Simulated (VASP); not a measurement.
A run of VASP 6.6.1 is set up as follows.

Contents of INCAR:

```
PREC     = Accurate       # precision mode
ENCUT    = 520            # plane-wave cutoff, eV
EDIFF    = 1E-6           # SCF threshold, eV
ISMEAR   = 0              # smearing method
SIGMA    = 0.1            # smearing width, eV
LREAL    = False          # projectors in reciprocal space
LASPH    = True           # aspherical terms in the spheres
NELM     = 60             # most SCF steps
ALGO     = Normal         # electronic algorithm
ISIF     = 2              # what is computed and relaxed
LWAVE    = False          # write WAVECAR
LCHARG   = False          # write CHGCAR
GGA      = PE             # functional
NBANDS   = 20             # bands
```

Contents of KPOINTS:

```
Automatic mesh
0
Gamma
  5 5 5
```

POSCAR

```
MoS2
1.0
    1.5800000000      0.9122100000      6.1500000000
   -1.5800000000      0.9122100000      6.1500000000
    0.0000000000     -1.8244300000      6.1500000000
Mo S
1 2
Direct
    0.0000000000      0.0000000000      0.0000000000
    0.2500000000      0.2500000000      0.2500000000
    0.4170000000      0.4170000000      0.4170000000
```

Potentials or basis: VASP PAW PBE potentials, release 64 (Mo_sv, S).

The run is started by

```console
$ cat potpaw_PBE.64/Mo_sv/POTCAR potpaw_PBE.64/S/POTCAR > POTCAR
$ mpirun -np 1 vasp_std > vasp.out
```

(1) What does it give for the band gap on the k mesh?

(2) Estimate the pressure.

(3) What does it give for the largest force?

Answers

(1) 1.01 eV (least direct gap 2.16 eV).

(2) 5.2 GPa.

(3) 0.511 eV/Å.

Caveat: the k points lie up to 0.46 Å⁻¹ apart; an odd mesh through Γ misses points on the zone boundary, where band edges can lie.
